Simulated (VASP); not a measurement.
Here is a VASP 6.6.1 calculation.

The input INCAR:

```
SYSTEM = Ru
PREC = Accurate
ENCUT = 520
EDIFF = 1E-7
ISMEAR = 0
SIGMA = 0.15
LREAL = .FALSE.
LASPH = .TRUE.
NELM = 100
ALGO = Fast
ISIF = 2
LWAVE = .FALSE.
LCHARG = .FALSE.
GGA = PE
NBANDS = 21
```

File KPOINTS:

```
regular mesh
0
G
  24 24 12
  0 0 0
```

Contents of POSCAR:

```
Ru
1.0
    2.6211871116      0.0000000000      0.0000000000
   -1.3105935558      2.2700146267      0.0000000000
    0.0000000000      0.0000000000      4.5628022176
Ru
2
Direct
    0.3333333333      0.6666666667      0.2500000000
    0.6666666667      0.3333333333      0.7500000000
```

Potentials or basis: VASP PAW PBE potentials, release 64 (Ru_pv).

The run is started by

```bash
$ cat potpaw_PBE.64/Ru_pv/POTCAR > POTCAR
$ mpirun -np 1 vasp_std > vasp.out
```

Question: Estimate the pressure.

Answer: 7.0 GPa.

Question: Estimate the band gap on the k mesh.

Answer: Zero (band 14 reaches 14.40 eV, above the bottom of band 15 at 11.51 eV).

Stress tensor (GPa, compression positive):
```
 22.38   0.00   0.00
  0.00  22.38   0.00
  0.00   0.00 -23.81
```
